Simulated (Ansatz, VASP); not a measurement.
## LiBr: VASP beside Ansatz

```
Li Br
1.0
     2.51769    2.51769    0.00000
    -2.51769    2.51769    0.00000
     0.00000    2.51769    2.51769
Li Br
1 1
Direct
  0.00000 0.00000 0.00000
  0.50000 0.50000 0.00000
```

Alike in both runs: task single point; functional PBEsol; k mesh 8 × 8 × 8; non-collinear spin, spin-orbit coupling.

|  | VASP | Ansatz |
| --- | --- | --- |
| version | VASP 6.6.1 | Ansatz 0.2.0 |
| potentials or method | VASP PAW PBE potentials, release 64 (Li_sv, Br), cutoff 750 eV | all-electron LAPW |
| occupations | gaussian, width 0.01 eV | fixed |

|  | VASP | Ansatz | Ansatz less VASP |
| --- | --- | --- | --- |
| pressure (GPa) | 10.0 | 10.0 | -0.04 |

VASP's potentials were made for PBE, not for PBEsol. Ansatz ran all-electron here, and VASP with PAW potentials.
